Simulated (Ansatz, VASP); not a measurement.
# One calculation of ZnO, two programs

File INCAR:

```
SYSTEM = ZnO
  PREC = Accurate
  ENCUT = 520
  EDIFF = 1E-6
  ISMEAR = 0
  SIGMA = 0.02
  LREAL = .False.
  LASPH = .True.
  NELM = 100
  ALGO = Normal
  ISIF = 2
  LWAVE = .False.
  LCHARG = .False.
  GGA = PE
  IBRION = 2
  NSW = 50
  EDIFFG = -0.01
```

Contents of KPOINTS:

```
regular mesh
0
Gamma
  6 6 6
  0 0 0
```

POSCAR

```
ZnO
1.0
   -3.2362430428      3.2362430428      3.2362430428
    3.2362430428     -3.2362430428      3.2362430428
    3.2362430428      3.2362430428     -3.2362430428
Zn O
4 4
Direct
    0.3283261824      0.3283261824      0.3283261824
    0.0000000000      0.0000000000      0.6716738176
    0.0000000000      0.6716738176      0.0000000000
    0.6716738176      0.0000000000      0.0000000000
    0.6761790834      0.6761790834      0.6761790834
    0.0000000000      0.0000000000      0.3238209166
    0.0000000000      0.3238209166      0.0000000000
    0.3238209166      0.0000000000      0.0000000000
```

Input for Ansatz:

```yaml
crystal:
  lattice:
    - [-3.2362430428, 3.2362430428, 3.2362430428]
    - [3.2362430428, -3.2362430428, 3.2362430428]
    - [3.2362430428, 3.2362430428, -3.2362430428]
  atoms:
    - { symbol: Zn, position: [0.3283261824, 0.3283261824, 0.3283261824] }
    - { symbol: Zn, position: [0.0, 0.0, 0.6716738176] }
    - { symbol: Zn, position: [0.0, 0.6716738176, 0.0] }
    - { symbol: Zn, position: [0.6716738176, 0.0, 0.0] }
    - { symbol: O, position: [0.6761790834, 0.6761790834, 0.6761790834] }
    - { symbol: O, position: [0.0, 0.0, 0.3238209166] }
    - { symbol: O, position: [0.0, 0.3238209166, 0.0] }
    - { symbol: O, position: [0.3238209166, 0.0, 0.0] }
basis:
  ecutwfc: 420
kpoints:
  mp_grid: { grid: [6, 6, 6] }
hamiltonian:
  xc: pbe
scf:
  occupations: { method: gaussian, width: 0.02 }
output:
  forces: true
  stress: true
  eigenvalues: true
relax:
  adjacent_minimum: "off"
  f_tol: 0.01
  max_steps: 30
```

Alike in both runs: task relaxation of the atoms; functional PBE; k mesh 6 × 6 × 6; occupations gaussian, width 0.02 eV; no spin polarisation.

|  | VASP | Ansatz |
| --- | --- | --- |
| version | VASP 6.6.1 | Ansatz 0.2.0 |
| potentials or method | VASP PAW PBE potentials, release 64 (Zn, O), cutoff 520 eV | scalar-relativistic, plane waves, PAW |
| valence electrons in the cell | 72 | 72 |

```tsv
	VASP	Ansatz	Ansatz less VASP
gap on the k mesh at the Fermi level, each at its own relaxed structure (eV)	1.18	1.20	+0.015
```

Ansatz's warnings: stress scf threshold loose.
